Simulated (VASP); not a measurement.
# PdC18 in VASP: notebook, part 2 of 2

VASP 6.6.1. Earlier steps stand in the parts before.

## 3. Single point, PBE+D3(BJ)

The input, INCAR:

```
SYSTEM = PdC18
PREC = Accurate
ENCUT = 520
EDIFF = 1E-7
ISMEAR = 0
SIGMA = 0.02
LREAL = Auto
LASPH = .True.
NELM = 100
ALGO = Normal
ISIF = 2
LWAVE = .False.
LCHARG = .False.
GGA = PE
IVDW = 12
NBANDS = 56
```

The input, KPOINTS:

```
Automatic mesh
0
Gamma
  2 2 1
  0 0 0
```

The input, POSCAR:

```
PdC18
1.0
    7.3980000000      0.0000000000      0.0000000000
   -3.6990000000      6.4068560000      0.0000000000
    0.0000000000      0.0000000000     12.0000000000
C Pd
18 1
Direct
   -0.0033026921     -0.0063831620      0.0897923333
    0.2211018504      0.1061934278      0.0893962500
   -0.0016951069      0.3300531493      0.0827878333
    0.2194555900      0.4391066383      0.0792173333
   -0.0025041881      0.6616980310      0.0804869167
    0.2193276391      0.7720732291      0.0814291667
    0.3318174829     -0.0048454343      0.0848440000
    0.5524106154      0.1050175000      0.0839259167
    0.3314816880      0.3300550223      0.0827466667
    0.5524854164      0.4385590998      0.0814820833
    0.3310295672      0.6623270447      0.0794623333
    0.5525507377      0.7720671418      0.0814626667
    0.6630758378     -0.0048448100      0.0849476667
    0.8849150421      0.1062045097      0.0895098333
    0.6642218104      0.3287069352      0.0829901667
    0.8858899209      0.4385541052      0.0814691667
    0.6639414102      0.6616970945      0.0805229167
    0.8844713706      0.7691146796      0.0822138333
    1.0265217214      1.0542589064      0.2613123333
```

Potentials or basis: VASP PAW PBE potentials, release 64 (C, Pd).

The run is started by

```
$ cat potpaw_PBE.64/C/POTCAR potpaw_PBE.64/Pd/POTCAR > POTCAR
$ mpirun -np 1 vasp_std > vasp.out
```

OUTCAR:

```text
SYSTEM = PdC18
   PREC = Accurate
   ENCUT = 520
   EDIFF = 1E-7
   ISMEAR = 0
   LREAL = Auto
   LASPH = .True.
   NELM = 100
   ISIF = 2
   GGA = PE
   IVDW = 12
 IVDW          = 12

 ion  position               nearest neighbor table
   1  0.997  0.994  0.090-  14 1.44   2 1.44  18 1.44  19 2.09
   2  0.221  0.106  0.089-   7 1.42   9 1.44   1 1.44  19 2.43
   3  0.998  0.330  0.083-  16 1.42   4 1.42  14 1.44
   4  0.219  0.439  0.079-   9 1.42   3 1.42  11 1.43
   5  0.997  0.662  0.080-  18 1.41   6 1.42  16 1.43
   6  0.219  0.772  0.081-  11 1.42   5 1.42   7 1.43
   7  0.332  0.995  0.085-   8 1.41   2 1.42   6 1.43
[... 453 lines left out ...]
  Total       0.62239     7.14715    -0.12150     0.02320     0.00594    -0.00781
  in kB       1.75320    20.13275    -0.34226     0.06536     0.01672    -0.02200
  external pressure =        7.18 kB  Pullay stress =        0.00 kB

 VOLUME and BASIS-vectors are now :
 -----------------------------------------------------------------------------
  energy-cutoff  :      520.00
  volume of cell :      568.78
      direct lattice vectors                 reciprocal lattice vectors
     7.398000000  0.000000000  0.000000000     0.135171668  0.078041398  0.000000000
    -3.699000000  6.406856000  0.000000000     0.000000000  0.156082796  0.000000000
     0.000000000  0.000000000 12.000000000     0.000000000  0.000000000  0.083333333

 POSITION                                       TOTAL-FORCE (eV/Angst)
 -----------------------------------------------------------------------------------
      3.69818      6.36596      1.07751         0.007329     -0.008843     -0.022361
      1.24290      0.68037      1.07276        -0.008324      0.014008      0.006037
      6.16459      2.11460      0.99345         0.023276      0.004772     -0.007309
     -0.00072      2.81329      0.95061        -0.009173     -0.001390     -0.007868
      4.93185      4.23940      0.96584         0.014397     -0.003167      0.003733
     -1.23331      4.94656      0.97715        -0.010221     -0.002929      0.000766
[... 11 lines left out ...]
      3.69836      4.92761      0.98657        -0.011390     -0.001925     -0.002332
     -0.00450      0.34763      3.13575        -0.002258      0.008052      0.019884
 -----------------------------------------------------------------------------------
    total drift:                               -0.003444     -0.010423      0.022912

  FREE ENERGIE OF THE ION-ELECTRON SYSTEM (eV)
  ---------------------------------------------------
  free  energy   TOTEN  =      -170.1197444839 eV

  energy  without entropy=     -170.1197444839  energy(sigma->0) =     -170.11974448
```

OSZICAR:

```text
N       E                     dE             d eps       ncg     rms          rms(c)
DAV:   1     0.658408189987E+03    0.65841E+03   -0.33353E+04   448   0.117E+03
DAV:   2    -0.790355780062E+02   -0.73744E+03   -0.70145E+03   632   0.280E+02
DAV:   3    -0.179277581091E+03   -0.10024E+03   -0.98797E+02   552   0.107E+02
[... 18 lines left out ...]
DAV:  22    -0.168247041158E+03   -0.13636E-04   -0.20939E-06   424   0.287E-03    0.127E-03
DAV:  23    -0.168247046669E+03   -0.55106E-05   -0.87074E-07   416   0.134E-03    0.570E-04
DAV:  24    -0.168247047828E+03   -0.11592E-05   -0.12868E-07   336   0.629E-04    0.204E-04
DAV:  25    -0.168247047959E+03   -0.13052E-06   -0.25188E-08   328   0.389E-04    0.750E-05
DAV:  26    -0.168247048004E+03   -0.44891E-07   -0.76297E-09   352   0.224E-04
   1 F= -.17011974E+03 E0= -.17011974E+03  d E =-.112386E-10
```

stdout:

```text
POSCAR found type information on POSCAR C Pd
 POSCAR found :  2 types and      19 ions
 scaLAPACK will be used
 LDA part: xc-table for (Slater+PW92), standard interpolation
 POSCAR, INCAR and KPOINTS ok, starting setup
 FFT: planning ... GRIDC
 FFT: planning ... GRID_SOFT
 FFT: planning ... GRID
 WAVECAR not read
 entering main loop
```

Wall time 4.3 min (1 thread of Intel Xeon Platinum 8124M at 3.00GHz (Skylake/Cascade Lake), shared host); peak memory 0.59 GiB.

What came out:

- Free energy: -170.1197 eV
- Largest force: 0.025 eV/Å
- Band gap on the k mesh: 0.18 eV
- Dispersion energy per atom: -0.099 eV

Forces on the atoms (eV/Å):
```
C    0.007 -0.009 -0.022
C   -0.008  0.014  0.006
C    0.023  0.005 -0.007
C   -0.009 -0.001 -0.008
C    0.014 -0.003  0.004
C   -0.010 -0.003  0.001
C    0.007 -0.003 -0.001
C   -0.008 -0.001 -0.006
C   -0.002  0.001 -0.004
C   -0.004  0.004  0.000
C    0.007 -0.007  0.003
C   -0.008 -0.004  0.003
C    0.007 -0.006 -0.005
C   -0.005  0.012  0.011
C    0.008 -0.001  0.003
C   -0.010 -0.002  0.004
C    0.004 -0.003  0.000
C   -0.011 -0.002 -0.002
Pd  -0.002  0.008  0.020
```

Levels at points of the mesh, in eV from the valence-band top:
```csv
k point,band 38,band 39,band 40,band 41,band 42,band 43,band 44,band 45
"(0.00, 0.00, 0.00)",-1.50,-1.49,-0.06,0.00,0.18,0.20,0.88,3.42
"(0.50, 0.00, 0.00)",-1.55,-1.42,-1.26,-1.09,0.91,1.61,2.34,2.43
"(0.00, 0.50, 0.00)",-1.53,-1.51,-1.20,-1.11,0.95,1.67,2.39,2.45
"(0.50, 0.50, 0.00)",-1.55,-1.42,-1.26,-1.09,0.91,1.60,2.34,2.43
```

Caveat: the k points lie up to 0.49 Å⁻¹ apart; there is no dipole correction, which matters where the two faces differ.

## 4. Single point, PBE+D3(BJ)

The input, INCAR:

```
SYSTEM = PdC18
PREC = Accurate ; ENCUT = 520
EDIFF = 1E-6 ; ISMEAR = 0
SIGMA = 0.02 ; LREAL = Auto
LASPH = .True. ; NELM = 60
ALGO = Normal ; ISIF = 2
LWAVE = .False. ; LCHARG = .False.
GGA = PE ; IVDW = 12
NBANDS = 56
```

KPOINTS is that of step 3.

The input, POSCAR:

```
PdC18
1.0
    7.3980000000      0.0000000000      0.0000000000
   -3.6990000000      6.4068560000      0.0000000000
    0.0000000000      0.0000000000     12.0000000000
C Pd
18 1
Direct
   -0.0021667143     -0.0052017714      0.0894387500
    0.2196365206      0.1058523869      0.0848892500
   -0.0017240298      0.3318763525      0.0822460000
    0.2187780159      0.4393029904      0.0805348333
   -0.0031433784      0.6624431703      0.0814684167
    0.2184903888      0.7722922132      0.0829935833
    0.3303300020     -0.0040158543      0.0839153333
    0.5509017136      0.1058572254      0.0848661667
    0.3301950259      0.3289326309      0.0814595833
    0.5516903510      0.4386824052      0.0794683333
    0.3302596811      0.6624387999      0.0814993333
    0.5512373106      0.7709558323      0.0827866667
    0.6616395556     -0.0051961524      0.0894280833
    0.8860256211      0.1073659218      0.0897995000
    0.6634168538      0.3289348161      0.0814310000
    0.8852220716      0.4393062682      0.0805031667
    0.6632948953      0.6619101475      0.0792317500
    0.8844140554      0.7709630121      0.0827655000
    0.8553644609      1.0469130257      0.2612741667
```

The run is started by

```
$ cat potpaw_PBE.64/C/POTCAR potpaw_PBE.64/Pd/POTCAR > POTCAR
$ mpirun -np 1 vasp_std > vasp.out
```

Wall time 3 min (1 thread of AMD EPYC 9R45 (Zen 5), shared host); peak memory 0.55 GiB.

The run converged. Its results:

| Property | Result |
| --- | --- |
| Free energy | -170.1196 eV |
| Largest force | 0.037 eV/Å |
| Band gap on the k mesh | 0.18 eV |
| Dispersion energy per atom | -0.099 eV |

Forces on the atoms (eV/Å):
```
C    0.006 -0.008  0.007
C   -0.003  0.008 -0.004
C    0.007  0.004 -0.005
C   -0.004 -0.005 -0.003
C    0.005 -0.003  0.004
C   -0.002 -0.002  0.000
C    0.003  0.002  0.000
C   -0.004  0.008 -0.005
C   -0.003  0.009  0.001
C   -0.004 -0.001 -0.001
C    0.004 -0.004  0.001
C    0.003 -0.006  0.000
C    0.001 -0.006  0.009
C    0.004  0.026 -0.026
C    0.003 -0.002  0.001
C   -0.001 -0.005 -0.003
C   -0.001  0.000  0.001
C   -0.009 -0.006 -0.006
Pd  -0.004 -0.008  0.029
```

Levels at points of the mesh, in eV from the valence-band top:
| k point | band 39 | band 40 | band 41 | band 42 | band 43 | band 44 |
| --- | --- | --- | --- | --- | --- | --- |
| (0.00, 0.00, 0.00) | -1.49 | -0.06 | 0.00 | 0.18 | 0.20 | 0.88 |
| (0.50, 0.00, 0.00) | -1.42 | -1.26 | -1.09 | 0.91 | 1.61 | 2.34 |
| (0.00, 0.50, 0.00) | -1.51 | -1.20 | -1.12 | 0.95 | 1.67 | 2.39 |
| (0.50, 0.50, 0.00) | -1.42 | -1.26 | -1.09 | 0.91 | 1.60 | 2.34 |

Caveat: the k points lie up to 0.49 Å⁻¹ apart; there is no dipole correction, which matters where the two faces differ.

## 5. Single point, PBE+D3(BJ)

The input, INCAR:

```
ALGO = Normal ; EDIFF = 1E-6
ENCUT = 520 ; GGA = PE
ISIF = 2 ; ISMEAR = 0
IVDW = 12 ; LASPH = T
LCHARG = F ; LREAL = Auto
LWAVE = F ; NBANDS = 56
NELM = 80 ; PREC = Accurate
SIGMA = 0.02
```

The input, KPOINTS:

```
k-points
0
Gamma
  2 2 1
```

The input, POSCAR:

```
PdC18
1.0
    7.3980000000      0.0000000000      0.0000000000
   -3.6990000000      6.4068560000      0.0000000000
    0.0000000000      0.0000000000     12.0000000000
C Pd
18 1
Direct
   -0.0041940686     -0.0063900297      0.0897987500
    0.2201846408      0.1061873406      0.0894181667
   -0.0025776431      0.3300380093      0.0827800000
    0.2185326166      0.4390911861      0.0792036667
   -0.0033880159      0.6616908512      0.0805110833
    0.2184028319      0.7720616789      0.0814415833
    0.3309260141     -0.0048627595      0.0848728333
    0.5514997450      0.1050162513      0.0839361667
    0.3305900840      0.3300376971      0.0827560000
    0.5515594736      0.4385558221      0.0814769167
    0.3301437716      0.6623126850      0.0794619167
    0.5516311118      0.7720643323      0.0814680833
    0.6621979086     -0.0048577649      0.0849206667
    0.8840015000      0.1061906183      0.0894847500
    0.6633346604      0.3286995993      0.0829990833
    0.8849713346      0.4385506713      0.0814842500
    0.6630516572      0.6616942850      0.0805234167
    0.8835483113      0.7691201425      0.0822295000
    1.0261131907      1.0544126480      0.2612325833
```

The run is started by

```
$ cat potpaw_PBE.64/C/POTCAR potpaw_PBE.64/Pd/POTCAR > POTCAR
$ mpirun -np 1 vasp_std > vasp.out
```

Wall time 3.4 min (1 thread of AMD EPYC 9R45 (Zen 5), shared host); peak memory 0.55 GiB.

The run converged. Its results:

```
Free energy                : -170.1197 eV
Largest force              : 0.033 eV/Å
Band gap on the k mesh     : 0.18 eV
Dispersion energy per atom : -0.099 eV
```

Forces in eV/Å, atoms in the order of the input:
```
C   -0.002 -0.014 -0.029
C    0.001  0.012  0.008
C    0.008  0.010 -0.003
C   -0.001  0.000 -0.007
C    0.003 -0.003  0.002
C    0.001 -0.006  0.003
C    0.006  0.001  0.000
C   -0.003 -0.008 -0.003
C   -0.004  0.005 -0.005
C    0.004  0.003  0.000
C   -0.005 -0.007  0.000
C    0.003 -0.005 -0.001
C   -0.005  0.000 -0.005
C   -0.003  0.014  0.008
C    0.000 -0.002 -0.001
C   -0.002 -0.003  0.001
C   -0.003 -0.002  0.005
C    0.003 -0.005 -0.002
Pd  -0.002  0.009  0.029
```

Levels at points of the mesh, in eV from the valence-band top:
| k point | band 37 | band 38 | band 39 | band 40 | band 41 | band 42 | band 43 | band 44 | band 45 | band 46 |
| --- | --- | --- | --- | --- | --- | --- | --- | --- | --- | --- |
| (0.00, 0.00, 0.00) | -1.67 | -1.50 | -1.49 | -0.06 | 0.00 | 0.18 | 0.20 | 0.88 | 3.42 | 4.19 |
| (0.50, 0.00, 0.00) | -1.61 | -1.55 | -1.42 | -1.26 | -1.09 | 0.91 | 1.60 | 2.34 | 2.43 | 2.45 |
| (0.00, 0.50, 0.00) | -1.62 | -1.53 | -1.51 | -1.20 | -1.12 | 0.95 | 1.67 | 2.39 | 2.45 | 2.46 |
| (0.50, 0.50, 0.00) | -1.61 | -1.55 | -1.42 | -1.26 | -1.09 | 0.91 | 1.60 | 2.34 | 2.43 | 2.45 |

Caveat: the k points lie up to 0.49 Å⁻¹ apart; there is no dipole correction, which matters where the two faces differ.

## 6. Overview

| cell | gap on the mesh (eV) | largest force (eV/Å) |
| --- | --- | --- |
| as given, atomic positions A | 0.08 | 0.09 |
| as given, atomic positions B | 0.18 | 0.03 |
| as given, atomic positions C | 0.18 | 0.04 |
| as given, atomic positions D | 0.18 | 0.03 |

Alike in all rows: task single point; level PBE+D3(BJ); potentials or basis VASP PAW PBE potentials, release 64 (C, Pd); no spin polarisation; k mesh 2 × 2 × 1; cutoff (eV) 520; smearing gaussian 0.02 eV.

Caveats: all runs use coarse meshes; there is no dipole correction, which matters where the two faces differ.

Absolute energies hang on the potentials; compare differences alone.
